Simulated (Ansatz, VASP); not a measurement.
**Two plane-wave programs on Be24NO**

The input INCAR:

```
SYSTEM = Be24NO
PREC     = Accurate       ! precision mode
ENCUT    = 520            ! plane-wave cutoff, eV
EDIFF    = 1E-6           ! SCF threshold, eV
ISMEAR   = 0              ! smearing method
SIGMA    = 0.1            ! smearing width, eV
LREAL    = .FALSE.        ! projectors in reciprocal space
LASPH    = .TRUE.         ! aspherical terms in the spheres
NELM     = 200            ! most SCF steps
ALGO     = Normal         ! electronic algorithm
ISIF     = 2              ! what is computed and relaxed
LWAVE    = .FALSE.        ! write WAVECAR
LCHARG   = .FALSE.        ! write CHGCAR
ISPIN    = 2              ! spin polarisation
MAGMOM   = 0 0 0 0 0 0 0 0 0 0 0 0 0 0 0 0 0 0 0 0 0 0 0 0 1 0 ! initial moments
LORBIT   = 11             ! projections on sites
LDIPOL   = .TRUE.       
IDIPOL   = 3            
DIPOL    = 0.5 0.5 0.293
GGA      = PE             ! functional
NBANDS   = 52             ! bands
GGA_COMPAT= .FALSE.      
NELMDL   = -8           
KPAR     = 4
```

The input KPOINTS:

```
regular mesh
0
G
  6 4 1
  0 0 0
```

Contents of POSCAR:

```
Be24NO
1.0
    4.5254381411      0.0000000000      0.0000000000
    0.0000000000      7.1336190820      0.0000000000
    0.0000000000      0.0000000000     22.3685529248
Be N O
24 1 1
Direct
    0.0000000000      0.3750000000      0.1788224752
    0.0000000000      0.8750000000      0.1788224752
    0.5000000000      0.3750000000      0.1788224752
    0.5000000000      0.8750000000      0.1788224752
    0.2500000000      0.1250000000      0.2080237711
    0.2500000000      0.6250000000      0.2080237711
    0.7500000000      0.1250000000      0.2080237711
    0.7500000000      0.6250000000      0.2080237711
    0.2500000000      0.3750000000      0.2664263628
    0.2500000000      0.8750000000      0.2664263628
    0.7500000000      0.3750000000      0.2664263628
    0.7500000000      0.8750000000      0.2664263628
    0.0000000000      0.1250000000      0.2903069137
    0.0000000000      0.6250000000      0.2903069137
    0.5000000000      0.1250000000      0.2903069137
    0.5000000000      0.6250000000      0.2903069137
    0.0000000000      0.3750000000      0.3546814205
    0.0000000000      0.8750000000      0.3546814205
    0.5000000000      0.3750000000      0.3546814205
    0.5000000000      0.8750000000      0.3546814205
    0.2500000000      0.1250000000      0.3741213369
    0.2500000000      0.6250000000      0.3741213369
    0.7500000000      0.1250000000      0.3741213369
    0.7500000000      0.6250000000      0.3741213369
    0.7500000000      0.4583333333      0.4604031812
    0.8896786100      0.5980119434      0.4604031812
```

Input for Ansatz:

```yaml
crystal:
  lattice:
    - [4.5254381411, 0.0, 0.0]
    - [0.0, 7.133619082, 0.0]
    - [0.0, 0.0, 22.3685529248]
  atoms:
    - { symbol: Be, position: [0.0, 0.375, 0.1788224752] }
    - { symbol: Be, position: [0.0, 0.875, 0.1788224752] }
    - { symbol: Be, position: [0.5, 0.375, 0.1788224752] }
    - { symbol: Be, position: [0.5, 0.875, 0.1788224752] }
    - { symbol: Be, position: [0.25, 0.125, 0.2080237711] }
    - { symbol: Be, position: [0.25, 0.625, 0.2080237711] }
    - { symbol: Be, position: [0.75, 0.125, 0.2080237711] }
    - { symbol: Be, position: [0.75, 0.625, 0.2080237711] }
    - { symbol: Be, position: [0.25, 0.375, 0.2664263628] }
    - { symbol: Be, position: [0.25, 0.875, 0.2664263628] }
    - { symbol: Be, position: [0.75, 0.375, 0.2664263628] }
    - { symbol: Be, position: [0.75, 0.875, 0.2664263628] }
    - { symbol: Be, position: [0.0, 0.125, 0.2903069137] }
    - { symbol: Be, position: [0.0, 0.625, 0.2903069137] }
    - { symbol: Be, position: [0.5, 0.125, 0.2903069137] }
    - { symbol: Be, position: [0.5, 0.625, 0.2903069137] }
    - { symbol: Be, position: [0.0, 0.375, 0.3546814205] }
    - { symbol: Be, position: [0.0, 0.875, 0.3546814205] }
    - { symbol: Be, position: [0.5, 0.375, 0.3546814205] }
    - { symbol: Be, position: [0.5, 0.875, 0.3546814205] }
    - { symbol: Be, position: [0.25, 0.125, 0.3741213369] }
    - { symbol: Be, position: [0.25, 0.625, 0.3741213369] }
    - { symbol: Be, position: [0.75, 0.125, 0.3741213369] }
    - { symbol: Be, position: [0.75, 0.625, 0.3741213369] }
    - { symbol: "N", position: [0.75, 0.4583333333, 0.4604031812], spin: 1.0 }
    - { symbol: O, position: [0.88967861, 0.5980119434, 0.4604031812] }
basis:
  ecutwfc: 420
kpoints:
  mp_grid: { grid: [6, 4, 1] }
hamiltonian:
  xc: pbe
scf:
  occupations: { method: gaussian, width: 0.1 }
output:
  forces: true
  eigenvalues: true
  populations: true
magnetization:
  spin_polarized: true
efield:
  axis: 3
  dipole_correction: true
  ramp_width: 0.04
```

Alike in both runs: task single point; functional PBE; k mesh 6 × 4 × 1; occupations gaussian, width 0.1 eV; collinear spin.

|  | VASP | Ansatz |
| --- | --- | --- |
| version | VASP 6.6.1 | Ansatz 0.2.0 |
| potentials or method | VASP PAW PBE potentials, release 64 (Be, N, O), cutoff 520 eV | scalar-relativistic, plane waves, PAW |
| valence electrons in the cell | 59 | 59 |

|  | VASP | Ansatz | Ansatz less VASP |
| --- | --- | --- | --- |
| gap on the k mesh at the Fermi level (eV) | none | none | - |
| rms of the force components (eV/Å) | 0.470 | 0.372 | -0.0980 |
| net moment per atom (μB) | 0.00 | 0.03 | +0.034 |
| size of the moment on the site where the two differ most (μB) | 0.00 | 0.22 | +0.217 |

Site moments also hang on the region over which each program counts them. Atom by atom the forces differ by 0.122 eV/Å (rms over components). A gap of «none» marks a metal or a gap that the smearing closes.

Noted on VASP's run: the standard files for N, O and F lose accuracy on very short bonds.
